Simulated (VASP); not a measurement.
Input of a VASP 6.6.1 run:

File INCAR:

```
SYSTEM = Mn3SnN
AGGAC = 1.0 ; AGGAX = 1.0
ALDAC = 0.0 ; ALDAX = 1.0
ALGO = Normal ; EDIFF = 1E-7
ENCUT = 520 ; GGA = B5
ISIF = 2 ; ISMEAR = 0
ISPIN = 2 ; IVDW = 12
LASPH = .True. ; LCHARG = .False.
LMAXMIX = 4 ; LORBIT = 11
LREAL = .False. ; LWAVE = .False.
MAGMOM = 4 4 4 0 0 ; NBANDS = 41
NELM = 150 ; PREC = Accurate
SIGMA = 0.15 ; VDW_A1 = 0.4298
VDW_A2 = 4.2359 ; VDW_S6 = 1.0
VDW_S8 = 2.6996
```

File KPOINTS:

```
k-points
0
Gamma
  6 6 6
  0 0 0
```

Contents of POSCAR:

```
Mn3SnN
1.0
    3.8529359178      0.0000000000      0.0000000000
    0.0000000000      3.8529359178      0.0000000000
    0.0000000000      0.0000000000      3.8529359178
Mn Sn N
3 1 1
Direct
    0.0000000000      0.5000000000      0.5000000000
    0.5000000000      0.5000000000      0.0000000000
    0.5000000000      0.0000000000      0.5000000000
    0.0000000000      0.0000000000      0.0000000000
    0.5000000000      0.5000000000      0.5000000000
```

Potentials or basis: VASP PAW PBE potentials, release 64 (Mn_pv, Sn_d, N).

Run with:

```console
$ cat potpaw_PBE.64/Mn_pv/POTCAR potpaw_PBE.64/Sn_d/POTCAR potpaw_PBE.64/N/POTCAR > POTCAR
$ mpirun -np 1 vasp_std > vasp.out
```

(1) What does it give for the site moments?

(2) What does it give for the net moment?

Answers

(1) Mn +0.93; Sn -0.11; N -0.07 μB.

(2) 2.61 μB per cell.
